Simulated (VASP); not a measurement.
# SnO2 (P4_2/mnm) in VASP: further runs

SnO2 is run at these levels: PBE; tasks: single point, relaxation of cell and atoms.

All numbers are computed with VASP 6.6.1; they aren't measurements. Logs are shortened: lines on timing, memory, paths and dates and some standing lists are left out, and cuts for length are marked.

## (1) The cell of the first run

Symmetry: P4_2/mnm, No. 136, tetragonal system. The conventional cell has a = 4.827 Å, b = 4.827 Å, c = 3.238 Å, α = 90.00°, β = 90.00°, γ = 90.00°. Sn (site symmetry mmm) has 6 O at 2.09 Å within 2.8 Å. O (site symmetry m2m) has 3 Sn at 2.09 Å and 1 O at 2.64 Å within 2.8 Å.

## (2) Single point, PBE

The input, INCAR:

```
PREC     = Accurate       # precision mode
ENCUT    = 520            # plane-wave cutoff, eV
EDIFF    = 1E-6           # SCF threshold, eV
ISMEAR   = 0              # smearing method
SIGMA    = 0.02           # smearing width, eV
LREAL    = F              # projectors in reciprocal space
LASPH    = T              # aspherical terms in the spheres
NELM     = 60             # most SCF steps
ALGO     = Normal         # electronic algorithm
ISIF     = 2              # what is computed and relaxed
LWAVE    = F              # write WAVECAR
LCHARG   = F              # write CHGCAR
GGA      = PE             # functional
NBANDS   = 35             # bands
```

The input, KPOINTS:

```
regular mesh
0
Gamma
  6 6 8
```

The input, POSCAR:

```
SnO2
1.0
    4.8271899931      0.0000000000      0.0000000000
    0.0000000000      4.8271899931      0.0000000000
    0.0000000000      0.0000000000      3.2381523548
Sn O
2 4
Direct
    0.5000000000      0.5000000000      0.5000000000
    0.0000000000      0.0000000000      0.0000000000
    0.1934234795      0.8065765205      0.5000000000
    0.8065765205      0.1934234795      0.5000000000
    0.3065765205      0.3065765205      0.0000000000
    0.6934234795      0.6934234795      0.0000000000
```

Potentials or basis: VASP PAW PBE potentials, release 64 (Sn_d, O).

On the command line:

```console
$ cat potpaw_PBE.64/Sn_d/POTCAR potpaw_PBE.64/O/POTCAR > POTCAR
$ mpirun -np 1 vasp_std > vasp.out
```

OUTCAR:

```text
PREC = Accurate
   ENCUT = 520
   EDIFF = 1E-6
   ISMEAR = 0
   LREAL = F
   LASPH = T
   NELM = 60
   ISIF = 2
   GGA = PE

 ion  position               nearest neighbor table
   1  0.500  0.500  0.500-   5 2.09   6 2.09   5 2.09   6 2.09   3 2.09   4 2.09
   2  0.000  0.000  0.000-   3 2.09   4 2.09   3 2.09   4 2.09   5 2.09   6 2.09
   3  0.193  0.807  0.500-   2 2.09   2 2.09   1 2.09
   4  0.807  0.193  0.500-   2 2.09   2 2.09   1 2.09
   5  0.307  0.307  0.000-   1 2.09   1 2.09   2 2.09
   6  0.693  0.693  0.000-   1 2.09   1 2.09   2 2.09

  LATTYP: Found a simple tetragonal cell.
 ALAT       =     4.8271899931
 C/A-ratio  =     0.6708151864

  Lattice vectors:

 A1 = (   4.8271899931,   0.0000000000,   0.0000000000)
 A2 = (   0.0000000000,   4.8271899931,   0.0000000000)
 A3 = (   0.0000000000,   0.0000000000,   3.2381523548)

Analysis of symmetry for initial positions (statically):
=====================================================================
 Subroutine PRICEL returns:
 Original cell was already a primitive cell.

 Routine SETGRP: Setting up the symmetry group for a
 simple tetragonal supercell.

 Subroutine GETGRP returns: Found 16 space group operations
 (whereof  8 operations were pure point group operations)
 out of a pool of 16 trial point group operations.

The static configuration has the point symmetry D_2h.
 The point group associated with its full space group is D_4h.

Analysis of symmetry for dynamics (positions and initial velocities):
=====================================================================
 Subroutine PRICEL returns:
 Original cell was already a primitive cell.

 Routine SETGRP: Setting up the symmetry group for a
 simple tetragonal supercell.

 Subroutine GETGRP returns: Found 16 space group operations
 (whereof  8 operations were pure point group operations)
 out of a pool of 16 trial point group operations.

The dynamic configuration has the point symmetry D_2h.
 The point group associated with its full space group is D_4h.

 Subroutine INISYM returns: Found 16 space group operations
 (whereof  8 operations are pure point group operations),
 and found     1 'primitive' translations

----------------------------------------------------------------------------------------

                                     Primitive cell

  volume of cell :      75.4547

  direct lattice vectors                    reciprocal lattice vectors
     4.827189993  0.000000000  0.000000000     0.207159859  0.000000000  0.000000000
     0.000000000  4.827189993  0.000000000     0.000000000  0.207159859  0.000000000
     0.000000000  0.000000000  3.238152355     0.000000000  0.000000000  0.308818082

  length of vectors
     4.827189993  4.827189993  3.238152355     0.207159859  0.207159859  0.308818082

  position of ions in fractional coordinates (direct lattice)
     0.500000000  0.500000000  0.500000000
     0.000000000  0.000000000  0.000000000
     0.193423479  0.806576521  0.500000000
     0.806576521  0.193423479  0.500000000
     0.306576521  0.306576521  0.000000000
     0.693423479  0.693423479  0.000000000

  ion indices of the primitive-cell ions
   primitive index   ion index
                 1           1
                 2           2
                 3           3
                 4           4
                 5           5
                 6           6

----------------------------------------------------------------------------------------

 KPOINTS: regular mesh

Automatic generation of k-mesh.
 Grid dimensions read from file:
 generate k-points for:    6    6    8

 Generating k-lattice:

  Cartesian coordinates                     Fractional coordinates (reciprocal lattice)
     0.034526643  0.000000000  0.000000000     0.166666667  0.000000000  0.000000000
     0.000000000  0.034526643  0.000000000     0.000000000  0.166666667  0.000000000
     0.000000000  0.000000000  0.038602260     0.000000000  0.000000000  0.125000000

  Length of vectors
     0.034526643  0.034526643  0.038602260

  Shift w.r.t. Gamma in fractional coordinates (k-lattice)
     0.000000000  0.000000000  0.000000000

 Subroutine IBZKPT returns following result:
 ===========================================

 Found     50 irreducible k-points:

 Following reciprocal coordinates:
            Coordinates               Weight
  0.000000  0.000000  0.000000      1.000000
  0.166667  0.000000  0.000000      4.000000
  0.333333  0.000000  0.000000      4.000000
  0.500000  0.000000  0.000000      2.000000
  0.166667  0.166667  0.000000      4.000000
  0.333333  0.166667  0.000000      8.000000
[... 16 lines left out ...]
  0.333333  0.000000  0.250000      8.000000
  0.500000  0.000000  0.250000      4.000000
 [... further k-points ...]
   k-points           NKPTS =     50   k-points in BZ     NKDIM =     50   number of bands    NBANDS=     35
   number of dos      NEDOS =    301   number of ions     NIONS =      6
   total plane-waves  NPLWV =  31104
   dimension x,y,z NGX =    36 NGY =   36 NGZ =   24
   dimension x,y,z NGXF=    72 NGYF=   72 NGZF=   48
   ions per type =               2   4
   NGX,Y,Z   is equivalent  to a cutoff of  12.40, 12.40, 12.32 a.u.
   NGXF,Y,Z  is equivalent  to a cutoff of  24.80, 24.80, 24.64 a.u.
 SYSTEM =  unknown system
   PREC   = accura    normal or accurate (medium, high low for compatibility)
   ISTART =      0    job   : 0-new  1-cont  2-samecut
   ICHARG =      2    charge: 1-file 2-atom 10-const
   ISPIN  =      1    spin polarized calculation?
   LNONCOLLINEAR =      F non collinear calculations
   LSORBIT =      F    spin-orbit coupling
   LASPH  =      T    aspherical Exc in radial PAW
   ENCUT  =  520.0 eV  38.22 Ry    6.18 a.u.   8.98  8.98  6.02*2*pi/ulx,y,z
   NELM   =     60;   NELMIN=  2; NELMDL= -5     # of ELM steps
   EDIFF  = 0.1E-05   stopping-criterion for ELM
   LREAL  =      F    real-space projection
   EDIFFG = 0.1E-04   stopping-criterion for IOM
   NSW    =      0    number of steps for IOM
   IBRION =     -1    ionic relax: 0-MD 1-quasi-New 2-CG
   NFREE  =      0    steps in history (QN), initial steepest desc. (CG)
   ISIF   =      2    stress and relaxation
   ISYM   =      2    0-nonsym 1-usesym 2-fastsym
   POTIM  = 0.5000    time-step for ionic-motion
   TEBEG  =    0.0;   TEEND  =   0.0 temperature during run
   PSTRESS=    0.0 pullay stress
   NELECT =      52.0000    total number of electrons
   NUPDOWN=      -1.0000    fix difference up-down
   EMIN   =  10.00;   EMAX   =-10.00  energy-range for DOS
   EFERMI =   0.00;   METHOD = LEGACY
   ISMEAR =     0;   SIGMA  =   0.02  broadening in eV -4-tet -1-fermi 0-gaus
   EFERMI_NEDOS =   21; number of points for ismear=-14 and -15
   IALGO  =     38    algorithm
   IMIX   =      4    mixing-type and parameters
     AMIX     =   0.40;   BMIX     =  1.00
     AMIX_MAG =   1.60;   BMIX_MAG =  1.00
  volume/ion in A,a.u.               =      12.58        84.87
  Fermi-wavevector in a.u.,A,eV,Ry     =   1.446041  2.732621 28.450250  2.091034
  Thomas-Fermi vector in A             =   2.564155
   LORBIT       =      0    0 simple, 1 ext, 2 COOP (PROOUT), +10 PAW based schemes
   GGA     = PE    functional components
   LHFCALC =     F    Hartree Fock is set to
   AEXX    =    0.0000 exact exchange contribution
   IVDW    =     0    specifies the selected vdW correction
   LEPSILON=     F    determine dielectric tensor
   LRPA    =     F    only Hartree local field effects (RPA)
 non-spin polarized calculation
 Gauss-broadening in eV      SIGMA  =   0.02
  energy-cutoff  :      520.00
  volume of cell :       75.45
 maximum number of plane-waves:      2068
 NGX is ok and might be reduce to    36
   NGX = 17   NGY = 17   NGZ = 13

 number of electron      52.0000002 magnetization

 Free energy of the ion-electron system (eV)
  ---------------------------------------------------
  ext. energy  EPLUGINS =         0.00000000
  ---------------------------------------------------
  free energy    TOTEN  =       -37.31095961 eV

  energy without entropy =      -37.31095961  energy(sigma->0) =      -37.31095961

 E-fermi :   5.6707     XC(G=0): -10.9765

 val. band max:        5.5324171799   @ k =   0.0000   0.0000   0.0000
 cond. band min:       6.2021645135   @ k =   0.0000   0.0000   0.0000
 fundamental gap:      0.6697473336
 Fermi energy:         5.6707479981

 k-point     1 :       0.0000    0.0000    0.0000
  band No.  band energies     occupation
      1     -15.5032      2.00000
      2     -14.8386      2.00000
      3     -14.6454      2.00000
      4     -14.6182      2.00000
      5     -14.6182      2.00000
      6     -14.5525      2.00000
[... 27 lines left out ...]
     34      17.0162      0.00000
     35      17.7909      0.00000

 k-point     2 :       0.1667    0.0000    0.0000
  band No.  band energies     occupation
      1     -15.4658      2.00000
      2     -14.8805      2.00000
      3     -14.6446      2.00000
      4     -14.6167      2.00000
      5     -14.6166      2.00000
      6     -14.5810      2.00000
[... 27 lines left out ...]
     34      17.1173      0.00000
     35      17.7902      0.00000

 k-point     3 :       0.3333    0.0000    0.0000
  band No.  band energies     occupation
      1     -15.3578      2.00000
      2     -15.0138      2.00000
      3     -14.6419      2.00000
      4     -14.6189      2.00000
      5     -14.6137      2.00000
      6     -14.6135      2.00000
[... 27 lines left out ...]
     34      17.4782      0.00000
     35      17.7713      0.00000
[... 723 lines left out ...]
 k-point    23 :       0.3333    0.0000    0.2500
  band No.  band energies     occupation
      1     -15.2625      2.00000
      2     -15.1405      2.00000
      3     -14.8595      2.00000
      4     -14.6775      2.00000
      5     -14.5525      2.00000
      6     -14.5457      2.00000
[... 27 lines left out ...]
     34      17.4125      0.00000
     35      17.7620      0.00000

 k-point    24 :       0.5000    0.0000    0.2500
  band No.  band energies     occupation
      1     -15.2197      2.00000
      2     -15.2197      2.00000
      3     -14.7549      2.00000
      4     -14.7549      2.00000
      5     -14.5482      2.00000
      6     -14.5482      2.00000
[... 27 lines left out ...]
     34      17.5194      0.00000
     35      17.8020      0.00000

 [... further k-points ...]
[... 5 lines left out ...]
  --------------------------------------------------------------------------------------
  -------------------------------------------------------------------------------------
  Total        0.2499555      0.2499555      0.3844632      0.0000000      0.0000000      0.0000000
  in kB        5.3074663      5.3074663      8.1635550      0.0000000      0.0000000      0.0000000
  external PRESSURE =       6.2594959 kB  Pullay stress =       0.0000000 kB

 VOLUME and BASIS-vectors are now :
 -----------------------------------------------------------------------------
  energy-cutoff  :      520.00
  volume of cell :       75.45
      direct lattice vectors                 reciprocal lattice vectors
     4.827189993  0.000000000  0.000000000     0.207159859  0.000000000  0.000000000
     0.000000000  4.827189993  0.000000000     0.000000000  0.207159859  0.000000000
     0.000000000  0.000000000  3.238152355     0.000000000  0.000000000  0.308818082

 POSITION                                       TOTAL-FORCE (eV/Angst)
 -----------------------------------------------------------------------------------
      2.41359      2.41359      1.61908         0.000000      0.000000      0.000000
      0.00000      0.00000      0.00000         0.000000      0.000000      0.000000
      0.93369      3.89350      1.61908         0.011732     -0.011732      0.000000
      3.89350      0.93369      1.61908        -0.011732      0.011732     -0.000000
      1.47990      1.47990      0.00000        -0.011732     -0.011732      0.000000
      3.34729      3.34729      0.00000         0.011732      0.011732     -0.000000
 -----------------------------------------------------------------------------------
    total drift:                                0.000000      0.000000      0.000000

  FREE ENERGIE OF THE ION-ELECTRON SYSTEM (eV)
  ---------------------------------------------------
  free  energy   TOTEN  =       -37.3109596104 eV

  energy  without entropy=      -37.3109596104  energy(sigma->0) =      -37.31095961
```

It took 58 s on 1 thread of AMD EPYC 9R45 (Zen 5), shared host; peak memory 0.21 GiB.

Results:

```
Free energy            : -37.3110 eV
Pressure               : 0.6 GPa
Largest force          : 0.017 eV/Å
Band gap on the k mesh : 0.67 eV, direct
```

Forces in eV/Å, atoms in the order of the input:
```
Sn   0.000  0.000  0.000
Sn   0.000  0.000  0.000
O    0.012 -0.012  0.000
O   -0.012  0.012  0.000
O   -0.012 -0.012  0.000
O    0.012  0.012  0.000
```

Stress tensor (GPa, compression positive):
```
0.53 0.00 0.00
0.00 0.53 0.00
0.00 0.00 0.82
```

Caveat: spin-orbit coupling is left out, which moves the levels of the heavy elements.

## (3) Relaxation of cell and atoms, PBE

This run uses another cell than the first one, of 12.14 Å³/atom, 0.965 times its volume.

The input, INCAR:

```
SYSTEM = SnO2
PREC = Accurate ; ENCUT = 600
EDIFF = 1E-6 ; ISMEAR = 0
SIGMA = 0.02 ; LREAL = .False.
LASPH = .True. ; NELM = 80
ALGO = Normal ; ISIF = 3
LWAVE = .False. ; LCHARG = .False.
GGA = PE ; IBRION = 2
NSW = 100 ; EDIFFG = -0.005
```

The input, KPOINTS:

```
Automatic mesh
0
Gamma
  6 6 8
  0 0 0
```

The input, POSCAR:

```
SnO2
1.0
    4.7648180450      0.0000000000      0.0000000000
    0.0000000000      4.7648180450      0.0000000000
    0.0000000000      0.0000000000      3.2074997700
Sn O
2 4
Direct
    0.5000000000      0.5000000000      0.5000000000
    0.0000000000      0.0000000000      0.0000000000
    0.1940277000      0.8059723000      0.5000000000
    0.8059723000      0.1940277000      0.5000000000
    0.3059723000      0.3059723000      0.0000000000
    0.6940277000      0.6940277000      0.0000000000
```

Potentials or basis: VASP PAW PBE potentials, release 64 (Sn_d, O).

On the command line:

```console
$ cat potpaw_PBE.64/Sn_d/POTCAR potpaw_PBE.64/O/POTCAR > POTCAR
$ mpirun -np 1 vasp_std > vasp.out
```

OUTCAR:

```text
SYSTEM = SnO2
   PREC = Accurate
   ENCUT = 600
   EDIFF = 1E-6
   ISMEAR = 0
   LREAL = .False.
   LASPH = .True.
   NELM = 80
   ISIF = 3
   GGA = PE
   IBRION = 2
   NSW = 100
   EDIFFG = -0.005

 ion  position               nearest neighbor table
   1  0.500  0.500  0.500-   3 2.06   4 2.06   5 2.07   6 2.07   5 2.07   6 2.07   2 3.73   2 3.73
                             2 3.73   2 3.73   2 3.73   2 3.73   2 3.73   2 3.73
   2  0.000  0.000  0.000-   5 2.06   6 2.06   3 2.07   4 2.07   3 2.07   4 2.07   1 3.73   1 3.73
                             1 3.73   1 3.73   1 3.73   1 3.73   1 3.73   1 3.73
   3  0.194  0.806  0.500-   1 2.06   2 2.07   2 2.07
   4  0.806  0.194  0.500-   1 2.06   2 2.07   2 2.07
   5  0.306  0.306  0.000-   2 2.06   1 2.07   1 2.07
   6  0.694  0.694  0.000-   2 2.06   1 2.07   1 2.07

  LATTYP: Found a simple tetragonal cell.
 ALAT       =     4.7648180450
[... 397 lines left out ...]

 Free energy of the ion-electron system (eV)
  ---------------------------------------------------
  ext. energy  EPLUGINS =         0.00000000
  ---------------------------------------------------
  free energy    TOTEN  =       -37.31465419 eV

  energy without entropy =      -37.31465419  energy(sigma->0) =      -37.31465419

 E-fermi :   5.6008     XC(G=0): -10.9636

 val. band max:        5.5030782407   @ k =   0.0000   0.0000   0.0000
 cond. band min:       6.1434468595   @ k =   0.0000   0.0000   0.0000
 fundamental gap:      0.6403686188
 Fermi energy:         5.6007564843

 k-point     1 :       0.0000    0.0000    0.0000
  band No.  band energies     occupation
      1     -15.5289      2.00000
      2     -14.8689      2.00000
      3     -14.6804      2.00000
      4     -14.6528      2.00000
      5     -14.6528      2.00000
      6     -14.5885      2.00000
[... 805 lines left out ...]
     30      13.8803      0.00000
     31      14.5234      0.00000

 [... further k-points ...]
[... 5 lines left out ...]
  --------------------------------------------------------------------------------------
  -------------------------------------------------------------------------------------
  Total        0.0150580      0.0150580      0.0202590     -0.0000000      0.0000000      0.0000000
  in kB        0.3189333      0.3189333      0.4290927     -0.0000000      0.0000000      0.0000000
  external PRESSURE =       0.3556531 kB  Pullay stress =       0.0000000 kB
[... 21 lines left out ...]
  FREE ENERGIE OF THE ION-ELECTRON SYSTEM (eV)
  ---------------------------------------------------
  free  energy   TOTEN  =       -37.3146541865 eV

  energy  without entropy=      -37.3146541865  energy(sigma->0) =      -37.31465419

 reached required accuracy - stopping structural energy minimisation
```

Run time: 5.3 min. Hardware: 1 thread of AMD EPYC 9R45 (Zen 5), shared host; peak memory 0.25 GiB.

Results:

```yaml
Free_energy: -37.3147 eV
Relaxed_volume: 12.61 Å³/atom
Relaxed_cell: a = 4.830 Å, b = 4.830 Å, c = 3.242 Å, α = 90.00°, β = 90.00°, γ = 90.00°
Space_group_after_relaxing_to_0.05_Å: P4_2/mnm (No. 136)
Energy_gained_by_relaxing: 10.1 meV/atom
Ionic_steps: 13
Pressure_after_relaxing: 0.0 GPa
Band_gap_on_the_k_mesh: 0.64 eV, direct
```

Forces on the atoms (eV/Å):
```
Sn   0.000  0.000  0.000
Sn   0.000  0.000  0.000
O    0.001 -0.001  0.000
O   -0.001  0.001  0.000
O   -0.001 -0.001  0.000
O    0.001  0.001  0.000
```

Step by step:
| step | energy change (eV) | largest force (eV/Å) | pressure (GPa) | volume (Å³) |
| --- | --- | --- | --- | --- |
| 1 | 0.0000 | 0.0408 | 7.28 | 72.82 |
| 2 | 0.0188 | 0.2360 | -7.02 | 78.79 |
| 3 | -0.0587 | 0.1010 | 0.01 | 75.51 |
| 4 | -0.0587 | 0.0984 | 0.14 | 75.45 |
| 5 | -0.0605 | 0.0096 | 0.10 | 75.57 |
| 6 | -0.0605 | 0.0110 | 0.08 | 75.59 |
| 7 | -0.0605 | 0.0116 | 0.09 | 75.60 |
| 8 | -0.0605 | 0.0165 | 0.07 | 75.60 |
| 9 | -0.0606 | 0.0061 | -0.06 | 75.67 |
| 10 | -0.0606 | 0.0075 | -0.03 | 75.66 |
| 11 | -0.0606 | 0.0066 | -0.02 | 75.67 |
| 12 | -0.0606 | 0.0059 | -0.03 | 75.67 |
| 13 | -0.0606 | 0.0020 | 0.04 | 75.64 |

Final structure:
```cif
data_structure
_symmetry_space_group_name_H-M 'P 1'
_symmetry_Int_Tables_number 1
_cell_length_a 4.8304
_cell_length_b 4.8304
_cell_length_c 3.2420
_cell_angle_alpha 90.000
_cell_angle_beta 90.000
_cell_angle_gamma 90.000
_cell_volume 75.64
loop_
_atom_site_label
_atom_site_type_symbol
_atom_site_fract_x
_atom_site_fract_y
_atom_site_fract_z
_atom_site_occupancy
Sn1 Sn 0.50000 0.50000 0.50000 1
Sn2 Sn 0.00000 0.00000 0.00000 1
O1 O 0.19345 0.80655 0.50000 1
O2 O 0.80655 0.19345 0.50000 1
O3 O 0.30655 0.30655 0.00000 1
O4 O 0.69345 0.69345 0.00000 1
```

Caveat: spin-orbit coupling is left out, which moves the levels of the heavy elements.
